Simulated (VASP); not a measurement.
# BAs (Fm-3m) in VASP: notebook

BAs is run at these levels: PBEsol; tasks: single point.

Everything below comes from runs of VASP 6.6.1. Logs are shortened: lines on timing, memory, paths and dates and some standing lists are left out, and cuts for length are marked.

## 1. The cell of the first run

The structure is cubic, space group Fm-3m (No. 225). The conventional cell has a = 4.611 Å, b = 4.611 Å, c = 4.611 Å, α = 90.00°, β = 90.00°, γ = 90.00°. Within 3.0 Å of B (site symmetry m-3m) lie 6 As at 2.31 Å. Within 3.0 Å of As (site symmetry m-3m) lie 6 B at 2.31 Å.

## 2. Single point, PBEsol

Contents of INCAR:

```
SYSTEM = BAs
  PREC = Accurate
  ENCUT = 520
  EDIFF = 1E-6
  ISMEAR = -1
  SIGMA = 0.02
  LREAL = .False.
  LASPH = .True.
  NELM = 80
  ALGO = Normal
  ISIF = 2
  LWAVE = .False.
  LCHARG = .False.
  GGA = PS
  NBANDS = 11
```

Contents of KPOINTS:

```
Automatic mesh
0
Gamma
  6 6 6
  0 0 0
```

Contents of POSCAR:

```
BAs
1.0
    0.0000000000      2.3052873177      2.3052873177
    2.3052873177      0.0000000000      2.3052873177
    2.3052873177      2.3052873177      0.0000000000
B As
1 1
Direct
    0.0000000000      0.0000000000      0.0000000000
    0.5000000000      0.5000000000      0.5000000000
```

Potentials or basis: VASP PAW PBE potentials, release 64 (B, As).

The run is started by

```bash
$ cat potpaw_PBE.64/B/POTCAR potpaw_PBE.64/As/POTCAR > POTCAR
$ mpirun -np 1 vasp_std > vasp.out
```

OUTCAR:

```text
SYSTEM = BAs
   PREC = Accurate
   ENCUT = 520
   EDIFF = 1E-6
   ISMEAR = -1
   LREAL = .False.
   LASPH = .True.
   NELM = 80
   ISIF = 2
   GGA = PS

 ion  position               nearest neighbor table
   1  0.000  0.000  0.000-   2 2.31   2 2.31   2 2.31   2 2.31   2 2.31   2 2.31
   2  0.500  0.500  0.500-   1 2.31   1 2.31   1 2.31   1 2.31   1 2.31   1 2.31

  LATTYP: Found a face centered cubic cell.
 ALAT       =     4.6105746354

  Lattice vectors:

 A1 = (   0.0000000000,   2.3052873177,   2.3052873177)
 A2 = (   2.3052873177,   0.0000000000,   2.3052873177)
 A3 = (   2.3052873177,   2.3052873177,   0.0000000000)

Analysis of symmetry for initial positions (statically):
=====================================================================
 Subroutine PRICEL returns:
 Original cell was already a primitive cell.

 Routine SETGRP: Setting up the symmetry group for a
 face centered cubic supercell.

 Subroutine GETGRP returns: Found 48 space group operations
 (whereof 48 operations were pure point group operations)
 out of a pool of 48 trial point group operations.

The static configuration has the point symmetry O_h .

Analysis of symmetry for dynamics (positions and initial velocities):
=====================================================================
 Subroutine PRICEL returns:
 Original cell was already a primitive cell.

 Routine SETGRP: Setting up the symmetry group for a
 face centered cubic supercell.

 Subroutine GETGRP returns: Found 48 space group operations
 (whereof 48 operations were pure point group operations)
 out of a pool of 48 trial point group operations.

The dynamic configuration has the point symmetry O_h .

 Subroutine INISYM returns: Found 48 space group operations
 (whereof 48 operations are pure point group operations),
 and found     1 'primitive' translations

----------------------------------------------------------------------------------------

                                     Primitive cell

  volume of cell :      24.5022

  direct lattice vectors                    reciprocal lattice vectors
     0.000000000  2.305287318  2.305287318    -0.216892704  0.216892704  0.216892704
     2.305287318  0.000000000  2.305287318     0.216892704 -0.216892704  0.216892704
     2.305287318  2.305287318  0.000000000     0.216892704  0.216892704 -0.216892704

[... 78 lines left out ...]
   IBRION =     -1    ionic relax: 0-MD 1-quasi-New 2-CG
   NFREE  =      0    steps in history (QN), initial steepest desc. (CG)
   ISIF   =      2    stress and relaxation
   ISYM   =      2    0-nonsym 1-usesym 2-fastsym
   POTIM  = 0.5000    time-step for ionic-motion
   TEBEG  =    0.0;   TEEND  =   0.0 temperature during run
   PSTRESS=    0.0 pullay stress
   NELECT =       8.0000    total number of electrons
   NUPDOWN=      -1.0000    fix difference up-down
   EMIN   =  10.00;   EMAX   =-10.00  energy-range for DOS
   EFERMI =   0.00;   METHOD = LEGACY
   ISMEAR =    -1;   SIGMA  =   0.02  broadening in eV -4-tet -1-fermi 0-gaus
   EFERMI_NEDOS =   21; number of points for ismear=-14 and -15
   IALGO  =     38    algorithm
   IMIX   =      4    mixing-type and parameters
     AMIX     =   0.40;   BMIX     =  1.00
     AMIX_MAG =   1.60;   BMIX_MAG =  1.00
  volume/ion in A,a.u.               =      12.25        82.67
  Fermi-wavevector in a.u.,A,eV,Ry     =   1.127292  2.130273 17.290111  1.270787
  Thomas-Fermi vector in A             =   2.263978
   LORBIT       =      0    0 simple, 1 ext, 2 COOP (PROOUT), +10 PAW based schemes
   GGA     = PS    functional components
   LHFCALC =     F    Hartree Fock is set to
   AEXX    =    0.0000 exact exchange contribution
   IVDW    =     0    specifies the selected vdW correction
   LEPSILON=     F    determine dielectric tensor
   LRPA    =     F    only Hartree local field effects (RPA)
 non-spin polarized calculation
  energy-cutoff  :      520.00
  volume of cell :       24.50
 maximum number of plane-waves:       680
   NGX = 13   NGY = 13   NGZ = 13

 number of electron       7.9999999 magnetization

 Free energy of the ion-electron system (eV)
  ---------------------------------------------------
  ext. energy  EPLUGINS =         0.00000000
  ---------------------------------------------------
  free energy    TOTEN  =       -10.46108795 eV

  energy without entropy =      -10.45449589  energy(sigma->0) =      -10.45779192

 E-fermi :   7.1785     XC(G=0): -11.5162

 val. band max:        7.1502828603   @ k =  -0.3333   0.1667   0.0000
 cond. band min:       7.1862751088   @ k =   0.1667   0.0000   0.0000
 fundamental gap:      0.0359922485
 Fermi energy:         7.1784672441

 k-point     1 :       0.0000    0.0000    0.0000
  band No.  band energies     occupation
      1      -8.7292      2.00000
      2       7.2053      0.41412
      3       7.2053      0.41412
      4       7.2053      0.41412
      5      10.7365      0.00000
      6      14.8844      0.00000
      7      14.8844      0.00000
      8      14.8844      0.00000
      9      16.0310      0.00000
     10      16.0310      0.00000
     11      16.0310      0.00000
[... 197 lines left out ...]
 k-point    16 :      -0.3333    0.5000    0.1667
  band No.  band energies     occupation
      1      -3.2083      2.00000
      2      -0.0183      2.00000
      3       0.7834      2.00000
      4       1.8892      2.00000
      5       8.1501      0.00000
      6      13.7969      0.00000
      7      13.8178      0.00000
      8      18.3632      0.00000
      9      18.7358      0.00000
     10      20.8955      0.00000
     11      27.5999      0.00000

------------------------ aborting loop because EDIFF is reached ----------------------------------------

  FORCE on cell =-STRESS in cart. coord.  units (eV):
  Direction    XX          YY          ZZ          XY          YZ          ZX
  --------------------------------------------------------------------------------------
  -------------------------------------------------------------------------------------
  Total       -0.4911678     -0.4911678     -0.4911678     -0.0000000      0.0000000     -0.0000000
  in kB      -32.1170236    -32.1170236    -32.1170236     -0.0000000      0.0000000     -0.0000000
  external PRESSURE =     -32.1170236 kB  Pullay stress =       0.0000000 kB

 VOLUME and BASIS-vectors are now :
 -----------------------------------------------------------------------------
  energy-cutoff  :      520.00
  volume of cell :       24.50
      direct lattice vectors                 reciprocal lattice vectors
     0.000000000  2.305287318  2.305287318    -0.216892704  0.216892704  0.216892704
     2.305287318  0.000000000  2.305287318     0.216892704 -0.216892704  0.216892704
     2.305287318  2.305287318  0.000000000     0.216892704  0.216892704 -0.216892704

 POSITION                                       TOTAL-FORCE (eV/Angst)
 -----------------------------------------------------------------------------------
      0.00000      0.00000      0.00000         0.000000     -0.000000     -0.000000
      2.30529      2.30529      2.30529        -0.000000      0.000000      0.000000
 -----------------------------------------------------------------------------------
    total drift:                                0.000000     -0.000000     -0.000000

  FREE ENERGIE OF THE ION-ELECTRON SYSTEM (eV)
  ---------------------------------------------------
  free  energy   TOTEN  =       -10.4610879457 eV

  energy  without entropy=      -10.4544958888  energy(sigma->0) =      -10.45779192
```

OSZICAR:

```text
N       E                     dE             d eps       ncg     rms          rms(c)
DAV:   1     0.958651510067E+01    0.95865E+01   -0.36551E+03   352   0.636E+02
DAV:   2    -0.101705498715E+02   -0.19757E+02   -0.19225E+02   476   0.100E+02
DAV:   3    -0.106476859252E+02   -0.47714E+00   -0.47423E+00   428   0.140E+01
DAV:   4    -0.106485439849E+02   -0.85806E-03   -0.85397E-03   388   0.645E-01
DAV:   5    -0.106485446806E+02   -0.69573E-06   -0.69520E-06   418   0.195E-02    0.368E+00
DAV:   6    -0.104709767692E+02    0.17757E+00   -0.54244E-01   367   0.276E+00    0.188E+00
DAV:   7    -0.104626575762E+02    0.83192E-02   -0.66436E-02   411   0.124E+00    0.798E-01
DAV:   8    -0.104620654716E+02    0.59210E-03   -0.12430E-02   381   0.518E-01    0.157E-01
DAV:   9    -0.104610973016E+02    0.96817E-03   -0.54550E-03   364   0.292E-01    0.462E-02
DAV:  10    -0.104610882121E+02    0.90895E-05   -0.20043E-04   376   0.787E-02    0.162E-02
DAV:  11    -0.104610879457E+02    0.26636E-06   -0.68388E-06   426   0.157E-02
   1 F= -.10461088E+02 E0= -.10457792E+02  d E =-.659206E-02
```

stdout:

```text
POSCAR found type information on POSCAR B As
 POSCAR found :  2 types and       2 ions
 scaLAPACK will be used
 -----------------------------------------------------------------------------
|                                                                             |
|                                                                             |
|     You enforced a specific xc type in the INCAR file but a different       |
|     I HOPE YOU KNOW WHAT YOU ARE DOING!                                     |
|                                                                             |
 -----------------------------------------------------------------------------

 LDA part: xc-table for (Slater+PW92), standard interpolation
 POSCAR, INCAR and KPOINTS ok, starting setup
 FFT: planning ... GRIDC
 FFT: planning ... GRID_SOFT
 FFT: planning ... GRID
 WAVECAR not read
 entering main loop
```

Run time: 4.3 s. Hardware: 1 thread of Intel Xeon 6975P-C, shared host; peak memory 0.14 GiB.

Results:

| Item | Value |
| --- | --- |
| Free energy | -10.4611 eV |
| Pressure | -3.2 GPa |
| Band gap on the k mesh | zero (band 4 reaches 8.72 eV, above the bottom of band 5 at 3.87 eV) |

Caveat: the k points lie up to 0.39 Å⁻¹ apart; the PAW data sets were made with another functional, which shifts forces and pressure a little.

## 3. Single point, PBEsol

Contents of INCAR:

```
SYSTEM = BAs
PREC = Accurate
ENCUT = 520
EDIFF = 1E-7
ISMEAR = 1
SIGMA = 0.05
LREAL = .FALSE.
LASPH = .TRUE.
NELM = 100
ALGO = Normal
ISIF = 2
LWAVE = .FALSE.
LCHARG = .FALSE.
GGA = PS
NBANDS = 11
```

Contents of KPOINTS:

```
Automatic mesh
0
G
  6 6 6
  0 0 0
```

POSCAR is that of step 2.

Potentials or basis: VASP PAW PBE potentials, release 64 (B, As).

The run is started by

```bash
$ cat potpaw_PBE.64/B/POTCAR potpaw_PBE.64/As/POTCAR > POTCAR
$ mpirun -np 1 vasp_std > vasp.out
```

Run time: 4.3 s. Hardware: 1 thread of Intel Xeon 6975P-C, shared host; peak memory 0.13 GiB.

It converged, with:

| Quantity | Value |
| --- | --- |
| Free energy | -10.4576 eV |
| Pressure | -3.3 GPa |
| Band gap on the k mesh | zero (band 4 reaches 8.72 eV, above the bottom of band 5 at 3.87 eV) |

Levels at points of the mesh, in eV from the Fermi level:
```
           k point  band 1  band 2  band 3  band 4  band 5  band 6  band 7  band 8  band 9
(0.00, 0.00, 0.00)  -15.90    0.03    0.03    0.03    3.56    7.71    7.71    7.71    8.86
(0.50, 0.00, 0.00)  -12.15   -9.67    1.12    1.12    1.35    1.35    4.14    5.48   13.74
(0.50, 0.50, 0.00)  -10.70   -7.89   -3.70   -3.70   -3.30    3.63   10.63   10.63   12.68
```

Caveat: the k points lie up to 0.39 Å⁻¹ apart; the PAW data sets were made with another functional, which shifts forces and pressure a little.
